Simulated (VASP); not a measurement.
# BeS (P6_3/mmc) in VASP: further runs

The runs below take BeS through relaxation of cell and atoms, single point, with r2SCAN, r2SCAN0, HSE06.

Program: VASP 6.6.1. These are calculated values, not measurements. Logs are shortened: lines on timing, memory, paths and dates and some standing lists are left out, and cuts for length are marked.

## (1) The cell of the first run

It takes space group P6_3/mmc (No. 194, hexagonal). Conventional cell: a = 3.460 Å, b = 3.460 Å, c = 7.704 Å, α = 90.00°, β = 90.00°, γ = 120.00°. Be (site symmetry -6m2) has 3 S at 2.00 Å within 2.6 Å. S (site symmetry -6m2) has 3 Be at 2.00 Å within 2.6 Å.

## (2) Relaxation of cell and atoms, r2SCAN

File POSCAR:

```
BeS
1.0
    3.4603891061      0.0000000000      0.0000000000
   -1.7301945531      2.9967848729      0.0000000000
    0.0000000000      0.0000000000      7.7040613800
Be S
2 2
Direct
    0.3333333333      0.6666666667      0.2500000000
    0.6666666667      0.3333333333      0.7500000000
    0.6666666667      0.3333333333      0.2500000000
    0.3333333333      0.6666666667      0.7500000000
```

File INCAR.step1:

```
PREC = Accurate
ENCUT = 600
ISMEAR = -1
SIGMA = 0.02
LREAL = False
LASPH = True
NELM = 60
GGA = PE
ALGO = Normal
EDIFF = 1E-4
LWAVE = True
LCHARG = False
```

File INCAR.step2:

```
PREC = Accurate
ENCUT = 600
EDIFF = 1E-7
ISMEAR = -1
SIGMA = 0.02
LREAL = False
LASPH = True
NELM = 60
ALGO = Normal
ISIF = 3
LWAVE = False
LCHARG = False
METAGGA = R2SCAN
LMIXTAU = True
IBRION = 2
NSW = 80
EDIFFG = -0.005
ISTART = 1
```

File KPOINTS:

```
Automatic mesh
0
Gamma
  12 12 4
```

Potentials or basis: VASP PAW PBE potentials, release 64 (Be, S).

The run is started by

```sh
$ cat potpaw_PBE.64/Be/POTCAR potpaw_PBE.64/S/POTCAR > POTCAR
$ cp INCAR.step1 INCAR
$ mpirun -np 1 vasp_std > vasp.out
$ cp INCAR.step2 INCAR
$ mpirun -np 1 vasp_std > vasp.out
```

OUTCAR:

```text
PREC = Accurate
   ENCUT = 600
   EDIFF = 1E-7
   ISMEAR = -1
   LREAL = False
   LASPH = True
   NELM = 60
   ISIF = 3
   METAGGA = R2SCAN
   IBRION = 2
   NSW = 80
   EDIFFG = -0.005
   ISTART = 1

 ion  position               nearest neighbor table
   1  0.333  0.667  0.250-   3 2.00   3 2.00   3 2.00
   2  0.667  0.333  0.750-   4 2.00   4 2.00   4 2.00
   3  0.667  0.333  0.250-   1 2.00   1 2.00   1 2.00
   4  0.333  0.667  0.750-   2 2.00   2 2.00   2 2.00

  LATTYP: Found a hexagonal cell.
 ALAT       =     3.4603891061
 C/A-ratio  =     2.2263569627

  Lattice vectors:

 A1 = (   3.4603891061,   0.0000000000,   0.0000000000)
 A2 = (  -1.7301945531,   2.9967848729,   0.0000000000)
 A3 = (   0.0000000000,   0.0000000000,   7.7040613800)

Analysis of symmetry for initial positions (statically):
=====================================================================
 Subroutine PRICEL returns:
 Original cell was already a primitive cell.

 Routine SETGRP: Setting up the symmetry group for a
 hexagonal supercell.

 Subroutine GETGRP returns: Found 24 space group operations
 (whereof 12 operations were pure point group operations)
 out of a pool of 24 trial point group operations.

The static configuration has the point symmetry D_3d.
 The point group associated with its full space group is D_6h.

Analysis of symmetry for dynamics (positions and initial velocities):
=====================================================================
 Subroutine PRICEL returns:
 Original cell was already a primitive cell.

 Routine SETGRP: Setting up the symmetry group for a
 hexagonal supercell.

 Subroutine GETGRP returns: Found 24 space group operations
 (whereof 12 operations were pure point group operations)
 out of a pool of 24 trial point group operations.

The dynamic configuration has the point symmetry D_3d.
 The point group associated with its full space group is D_6h.

 Subroutine INISYM returns: Found 24 space group operations
 (whereof 12 operations are pure point group operations),
 and found     1 'primitive' translations

----------------------------------------------------------------------------------------

                                     Primitive cell

  volume of cell :      79.8914

  direct lattice vectors                    reciprocal lattice vectors
     3.460389106  0.000000000  0.000000000     0.288984842  0.166845476  0.000000000
    -1.730194553  2.996784873  0.000000000     0.000000000  0.333690953  0.000000000
     0.000000000  0.000000000  7.704061380     0.000000000  0.000000000  0.129801666

  length of vectors
[... 118 lines left out ...]
 non-spin polarized calculation
  energy-cutoff  :      600.00
  volume of cell :       79.89
 maximum number of plane-waves:      2690
 NGX is ok and might be reduce to    28
   NGX = 13   NGY = 13   NGZ = 31

--------------------------------------- Ionic step        1  -------------------------------------------

 number of electron      16.0000000 magnetization

 Free energy of the ion-electron system (eV)
  ---------------------------------------------------
  ext. energy  EPLUGINS =         0.00000000
  ---------------------------------------------------
  free energy    TOTEN  =       -28.76505143 eV

  energy without entropy =      -28.76505143  energy(sigma->0) =      -28.76505143

------------------------ aborting loop because EDIFF is reached ----------------------------------------

  FORCE on cell =-STRESS in cart. coord.  units (eV):
  Direction    XX          YY          ZZ          XY          YZ          ZX
  --------------------------------------------------------------------------------------
  -------------------------------------------------------------------------------------
  Total       -0.2565997     -0.2565997     -0.3959420      0.0000000      0.0000000      0.0000000
  in kB       -5.1459604     -5.1459604     -7.9403914      0.0000000      0.0000000      0.0000000
  external PRESSURE =      -6.0774374 kB  Pullay stress =       0.0000000 kB
[... 95 lines left out ...]
  FREE ENERGIE OF THE ION-ELECTRON SYSTEM (eV)
  ---------------------------------------------------
  free  energy   TOTEN  =       -28.7671661684 eV

  energy  without entropy=      -28.7671661684  energy(sigma->0) =      -28.76716617

[... ionic steps 4 to 8 ...]

--------------------------------------- Ionic step        9  -------------------------------------------

 number of electron      16.0000001 magnetization

------------------------ aborting loop because EDIFF is reached ----------------------------------------
[... 71 lines left out ...]
--------------------------------------- Ionic step       11  -------------------------------------------

 number of electron      16.0000001 magnetization

 Free energy of the ion-electron system (eV)
  ---------------------------------------------------
  ext. energy  EPLUGINS =         0.00000000
  ---------------------------------------------------
  free energy    TOTEN  =       -28.78737732 eV

  energy without entropy =      -28.78737732  energy(sigma->0) =      -28.78737732

 E-fermi :   1.8456     XC(G=0):  -8.9523

 val. band max:        1.4150180551   @ k =   0.2500   0.1667   0.0000
 cond. band min:       5.8644536087   @ k =   0.5000   0.0000   0.2500
 fundamental gap:      4.4494355535
 Fermi energy:         1.8455758081

 k-point     1 :       0.0000    0.0000    0.0000
  band No.  band energies     occupation
      1     -11.7009      2.00000
      2     -11.2530      2.00000
      3      -2.1409      2.00000
      4       0.5667      2.00000
      5       0.5667      2.00000
      6       0.7498      2.00000
      7       0.7618      2.00000
      8       0.7618      2.00000
      9       6.9136      0.00000
     10       8.1935      0.00000
     11       8.1935      0.00000
     12       8.3786      0.00000
[... 331 lines left out ...]
 k-point    24 :       0.3333    0.0000    0.2500
  band No.  band energies     occupation
      1     -10.8364      2.00000
      2     -10.6248      2.00000
      3      -2.6288      2.00000
      4      -2.4608      2.00000
      5      -0.5787      2.00000
      6      -0.4548      2.00000
      7      -0.3858      2.00000
      8       1.0539      2.00000
      9       6.8196      0.00000
     10       7.2328      0.00000
     11       7.6648      0.00000
     12       8.1114      0.00000

 [... further k-points ...]
[... 5 lines left out ...]
  --------------------------------------------------------------------------------------
  -------------------------------------------------------------------------------------
  Total        0.0033526      0.0033526     -0.0054196     -0.0000000      0.0000000      0.0000000
  in kB        0.0739965      0.0739965     -0.1196181     -0.0000000      0.0000000      0.0000000
  external PRESSURE =       0.0094583 kB  Pullay stress =       0.0000000 kB
[... 19 lines left out ...]
  FREE ENERGIE OF THE ION-ELECTRON SYSTEM (eV)
  ---------------------------------------------------
  free  energy   TOTEN  =       -28.7873773203 eV

  energy  without entropy=      -28.7873773203  energy(sigma->0) =      -28.78737732

 reached required accuracy - stopping structural energy minimisation
```

OUTCAR.step1:

```text
PREC = Accurate
   ENCUT = 600
   ISMEAR = -1
   LREAL = False
   LASPH = True
   NELM = 60
[... 590 lines left out ...]
      1.73019      0.99893      5.77805        -0.000000      0.000000      0.000000
      1.73019      0.99893      1.92602        -0.000000      0.000000      0.000000
     -0.00000      1.99786      5.77805         0.000000     -0.000000      0.000000
 -----------------------------------------------------------------------------------
    total drift:                                0.000000     -0.000000      0.000000

  FREE ENERGIE OF THE ION-ELECTRON SYSTEM (eV)
  ---------------------------------------------------
  free  energy   TOTEN  =       -19.2421883769 eV

  energy  without entropy=      -19.2421883768  energy(sigma->0) =      -19.24218838
```

It took 30 min on 1 thread of AMD EPYC 9R45 (Zen 5), shared host; peak memory 0.24 GiB.

Results:

| Item | Value |
| --- | --- |
| Free energy | -28.7874 eV |
| Relaxed volume | 18.15 Å³/atom |
| Relaxed cell | a = 3.461 Å, b = 3.461 Å, c = 6.999 Å, α = 90.00°, β = 90.00°, γ = 120.00° |
| Space group after relaxing (to 0.1 Å) | P6_3/mmc (No. 194) |
| Energy gained by relaxing | 5.6 meV/atom |
| Ionic steps | 11 |
| Pressure after relaxing | 0.0 GPa |
| Band gap on the k mesh | 4.45 eV (least direct gap 4.66 eV) |

Step by step:
```csv
step,energy change (eV),largest force (eV/Å),pressure (GPa),volume (Å³)
1,0.0000,0.0000,-0.61,79.89
2,-0.0021,0.0000,0.01,79.02
3,-0.0021,0.0000,0.13,78.85
4,-0.0039,0.0000,0.13,78.50
5,-0.0089,0.0000,0.12,77.45
6,-0.0170,0.0000,0.14,75.35
7,-0.0211,0.0000,0.40,71.12
8,-0.0220,0.0000,0.27,72.56
9,-0.0221,0.0000,0.29,72.35
10,-0.0202,0.0000,-0.82,73.29
11,-0.0223,0.0000,0.00,72.59
```

Final structure:
```xyz
4
Lattice="3.4606 0.0000 0.0000 -1.7303 2.9970 0.0000 0.0000 0.0000 6.9991" Properties=species:S:1:pos:R:3 pbc="T T T"
Be    0.0000    1.9980    1.7498
Be    1.7303    0.9990    5.2493
S     1.7303    0.9990    1.7498
S     0.0000    1.9980    5.2493
```

Levels at points of the mesh, in eV from the valence-band top:
| k point | band 6 | band 7 | band 8 | band 9 | band 10 | band 11 |
| --- | --- | --- | --- | --- | --- | --- |
| (0.00, 0.00, 0.00) | -0.67 | -0.65 | -0.65 | 5.50 | 6.78 | 6.78 |
| (0.50, 0.00, 0.00) | -2.04 | -1.28 | -0.16 | 4.68 | 5.49 | 6.08 |
| (0.00, 0.00, 0.50) | -0.75 | -0.75 | -0.75 | 6.96 | 6.96 | 7.02 |
| (0.50, 0.00, 0.50) | -2.19 | -0.54 | -0.54 | 4.66 | 4.66 | 5.87 |

Caveat: the PAW data sets were made with another functional, which shifts forces and pressure a little. A k mesh can miss the band edges.

## (3) Single point, r2SCAN0

This run uses another cell than the first one, of 18.15 Å³/atom.

File POSCAR:

```
BeS
1.0
    3.4621570814      0.0000000000      0.0000000000
   -1.7310785407      2.9983159844      0.0000000000
    0.0000000000      0.0000000000      6.9924280704
Be S
2 2
Direct
    0.3333333333      0.6666666667      0.2500000000
    0.6666666667      0.3333333333      0.7500000000
    0.6666666667      0.3333333333      0.2500000000
    0.3333333333      0.6666666667      0.7500000000
```

File INCAR.step1:

```
SYSTEM = BeS
ALGO     = Normal         ! electronic algorithm
EDIFF    = 1E-5           ! SCF threshold, eV
ENCUT    = 520            ! plane-wave cutoff, eV
GGA      = PE             ! functional
ISIF     = 2              ! what is computed and relaxed
ISMEAR   = 0              ! smearing method
LASPH    = .True.         ! aspherical terms in the spheres
LCHARG   = .False.        ! write CHGCAR
LREAL    = .False.        ! projectors in reciprocal space
LWAVE    = .True.         ! write WAVECAR
NBANDS   = 16             ! bands
NELM     = 60             ! most SCF steps
PREC     = Accurate       ! precision mode
SIGMA    = 0.01           ! smearing width, eV
```

File INCAR.step2:

```
SYSTEM = BeS
AEXX     = 0.25           ! exact-exchange fraction
ALGO     = Normal         ! electronic algorithm
EDIFF    = 1E-6           ! SCF threshold, eV
ENCUT    = 520            ! plane-wave cutoff, eV
ISIF     = 2              ! what is computed and relaxed
ISMEAR   = 0              ! smearing method
ISTART   = 1            
LASPH    = .True.         ! aspherical terms in the spheres
LCHARG   = .False.        ! write CHGCAR
LHFCALC  = .True.         ! exact exchange
LMIXTAU  = .True.       
LREAL    = .False.        ! projectors in reciprocal space
LWAVE    = .False.        ! write WAVECAR
METAGGA  = R2SCAN         ! meta-GGA
NBANDS   = 16             ! bands
NELM     = 60             ! most SCF steps
PREC     = Accurate       ! precision mode
PRECFOCK = Normal       
SIGMA    = 0.01           ! smearing width, eV
```

File KPOINTS:

```
k-points
0
Gamma
  6 6 4
  0 0 0
```

Potentials or basis: VASP PAW PBE potentials, release 64 (Be, S).

The run is started by

```sh
$ cat potpaw_PBE.64/Be/POTCAR potpaw_PBE.64/S/POTCAR > POTCAR
$ cp INCAR.step1 INCAR
$ mpirun -np 1 vasp_std > vasp.out
$ cp INCAR.step2 INCAR
$ mpirun -np 1 vasp_std > vasp.out
```

It took 85 min on 1 thread of AMD EPYC 7R43 (Zen 3), shared host; peak memory 0.2 GiB.

The run converged. Its results:

- Free energy: -30.2041 eV
- Pressure: -0.7 GPa
- Band gap on the k mesh: 6.09 eV (least direct gap 6.26 eV)

Stress tensor (GPa, compression positive):
```
-0.93  0.00  0.00
 0.00 -0.93  0.00
 0.00  0.00 -0.15
```

Levels at points of the mesh, in eV from the valence-band top:
```tsv
k point	band 6	band 7	band 8	band 9	band 10	band 11
(0.00, 0.00, 0.00)	-0.66	-0.60	-0.60	7.05	8.63	8.63
(0.50, 0.00, 0.00)	-2.11	-1.34	-0.11	6.34	7.20	7.82
(0.00, 0.00, 0.50)	-0.71	-0.71	-0.71	8.76	8.76	8.83
(0.50, 0.00, 0.50)	-2.27	-0.53	-0.53	6.30	6.30	7.62
```

Caveat: the PAW data sets were made with another functional, which shifts forces and pressure a little.

## (4) Single point, HSE06

This run uses another cell than the first one, of 19.04 Å³/atom.

File POSCAR:

```
BeS
1.0
    3.4496895795      0.0000000000      0.0000000000
   -1.7248447897      2.9875188110      0.0000000000
    0.0000000000      0.0000000000      7.3917195109
Be S
2 2
Direct
    0.3333333333      0.6666666667      0.2500000000
    0.6666666667      0.3333333333      0.7500000000
    0.6666666667      0.3333333333      0.2500000000
    0.3333333333      0.6666666667      0.7500000000
```

File INCAR.step1:

```
SYSTEM = BeS
ALGO     = Normal         ! electronic algorithm
EDIFF    = 1E-5           ! SCF threshold, eV
ENCUT    = 520            ! plane-wave cutoff, eV
GGA      = PE             ! functional
ISIF     = 2              ! what is computed and relaxed
ISMEAR   = -1             ! smearing method
LASPH    = .True.         ! aspherical terms in the spheres
LREAL    = .False.        ! projectors in reciprocal space
LWAVE    = .True.         ! write WAVECAR
NBANDS   = 16             ! bands
NELM     = 100            ! most SCF steps
PREC     = Accurate       ! precision mode
SIGMA    = 0.02           ! smearing width, eV
```

File INCAR.step2:

```
SYSTEM = BeS
ALGO     = Normal         ! electronic algorithm
EDIFF    = 1E-7           ! SCF threshold, eV
ENCUT    = 520            ! plane-wave cutoff, eV
GGA      = PE             ! functional
HFSCREEN = 0.2079         ! screening, 1/A
ISIF     = 2              ! what is computed and relaxed
ISMEAR   = -1             ! smearing method
ISTART   = 1            
LASPH    = .True.         ! aspherical terms in the spheres
LCHARG   = .True.         ! write CHGCAR
LELF     = .True.         ! ELF
LHFCALC  = .True.         ! exact exchange
LREAL    = .False.        ! projectors in reciprocal space
LVHAR    = .True.       
LWAVE    = .False.        ! write WAVECAR
NBANDS   = 16             ! bands
NELM     = 100            ! most SCF steps
PREC     = Accurate       ! precision mode
PRECFOCK = Normal       
SIGMA    = 0.02           ! smearing width, eV
```

File KPOINTS:

```
k-points
0
Gamma
  6 6 2
  0 0 0
```

The run is started by

```sh
$ cat potpaw_PBE.64/Be/POTCAR potpaw_PBE.64/S/POTCAR > POTCAR
$ cp INCAR.step1 INCAR
$ mpirun -np 1 vasp_std > vasp.out
$ cp INCAR.step2 INCAR
$ mpirun -np 1 vasp_std > vasp.out
```

Run time: 8.2 min. Hardware: 1 thread of AMD EPYC 9R45 (Zen 5), shared host; peak memory 0.28 GiB.

It converged, with:

```yaml
Free_energy: -21.9323 eV
Pressure: -0.1 GPa
Band_gap_on_the_k_mesh: 5.25 eV (least direct gap 5.32 eV)
```

Stress tensor (GPa, compression positive):
```
-0.14  0.00  0.00
 0.00 -0.14  0.00
 0.00  0.00 -0.03
```

Levels at points of the mesh, in eV from the valence-band top:
| k point | band 6 | band 7 | band 8 | band 9 | band 10 | band 11 |
| --- | --- | --- | --- | --- | --- | --- |
| (0.00, 0.00, 0.00) | -0.71 | -0.58 | -0.58 | 5.86 | 7.68 | 7.68 |
| (0.50, 0.00, 0.00) | -2.08 | -1.04 | -0.08 | 5.25 | 6.34 | 6.59 |
| (0.00, 0.00, 0.50) | -0.65 | -0.65 | -0.65 | 7.52 | 7.52 | 7.81 |
| (0.50, 0.00, 0.50) | -2.18 | -0.46 | -0.46 | 5.33 | 5.33 | 6.61 |

Caveat: the k points lie up to 0.43 Å⁻¹ apart; the PAW data sets were made with another functional, which shifts forces and pressure a little. A k mesh can miss the band edges.

## (5) The runs side by side

| task | level | cell | k mesh | cutoff (eV) | smearing | grid for exact exchange (PRECFOCK) | share of exact exchange | screening parameter | gap on the mesh (eV) | pressure (GPa) |
| --- | --- | --- | --- | --- | --- | --- | --- | --- | --- | --- |
| relaxation of cell and atoms | r2SCAN | relaxed from a = 3.460, b = 3.460, c = 7.704 Å, angles 90.0, 90.0, 120.0°, 4 atoms | 12 × 12 × 4 | 600 | fermi-dirac 0.02 eV | - | - | - | 4.45 | 0.0 |
| single point | r2SCAN0 | a = 3.462, b = 3.462, c = 6.992 Å, angles 90.0, 90.0, 120.0°, 4 atoms | 6 × 6 × 4 | 520 | gaussian 0.01 eV | Normal | 0.25 | - | 6.09 | -0.7 |
| single point | HSE06 | a = 3.450, b = 3.450, c = 7.392 Å, angles 90.0, 90.0, 120.0°, 4 atoms | 6 × 6 × 2 | 520 | fermi-dirac 0.02 eV | Normal | 0.25 | 0.2079 1/Å | 5.25 | -0.1 |

Alike in all rows: potentials or basis VASP PAW PBE potentials, release 64 (Be, S); no spin polarisation.

Caveats: some runs use coarse meshes; the PAW data sets were made with another functional, which shifts forces and pressure a little.

Absolute energies hang on the potentials; compare differences alone.
